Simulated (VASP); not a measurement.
## TiSeS3: single point with PBE

TiSeS3:

```
Ti Se S
1.0
     4.78723    0.00000    0.00000
     0.00000    4.78723    0.00000
     0.00000    0.00000    4.78723
Ti Se S
1 1 3
Direct
  0.50000 0.50000 0.50000
  0.00000 0.00000 0.00000
  0.00000 0.50000 0.50000
  0.50000 0.00000 0.50000
  0.50000 0.50000 0.00000
```

The cell was built from a structure type or drawn by symmetry, and may not be a known phase.

- Program: VASP 6.6.1
- Task: single point
- Functional: PBE
- Potentials or basis: VASP PAW PBE potentials, release 64 (Ti_sv, Se, S)
- Cutoff: 520 eV
- k mesh: 4 × 4 × 4
- Occupations: gaussian, width 0.1 eV
- Spin: collinear spin
- Starting moments: [1.0, 0.0, 0.0, 0.0, 0.0] μB

The pressure is -4.0 GPa and the band gap on the k mesh is zero (filled and empty bands overlap). The net moment is 0.01 μB per cell and the valence electrons inside the program's atomic spheres are Ti 10.19; Se 3.51; S 3.65.

Levels at points of the mesh, in eV from the Fermi level:
Spin up:
| k point | band 13 | band 14 | band 15 | band 16 | band 17 | band 18 | band 19 | band 20 | band 21 | band 22 |
| --- | --- | --- | --- | --- | --- | --- | --- | --- | --- | --- |
| (0.00, 0.00, 0.00) | -1.13 | -1.13 | -0.92 | -0.92 | -0.92 | 0.27 | 0.27 | 0.27 | 1.08 | 1.08 |
| (0.50, 0.00, 0.00) | -2.93 | -1.65 | -1.41 | -1.06 | -0.50 | -0.50 | -0.11 | -0.11 | 0.31 | 1.55 |
| (0.50, 0.50, 0.00) | -2.79 | -2.47 | -2.35 | -2.35 | -1.10 | 0.33 | 0.70 | 0.70 | 1.98 | 1.98 |
| (0.50, 0.50, 0.50) | -3.49 | -3.49 | 0.20 | 0.20 | 0.20 | 0.37 | 0.37 | 0.37 | 2.70 | 2.70 |
Spin down:
```
           k point  band 15  band 16  band 17  band 18  band 19  band 20
(0.00, 0.00, 0.00)    -0.92    -0.92    -0.92     0.27     0.27     0.27
(0.50, 0.00, 0.00)    -1.41    -1.05    -0.50    -0.50    -0.10    -0.10
(0.50, 0.50, 0.00)    -2.35    -2.35    -1.09     0.33     0.71     0.71
(0.50, 0.50, 0.50)     0.20     0.20     0.20     0.37     0.37     0.37
```

Run time: 46 s on 1 thread of Intel(R) Xeon(R) Platinum 8488C (Sapphire Rapids) (shared host), peak memory 0.25 GiB.

Caveat: the cell stands under tension.
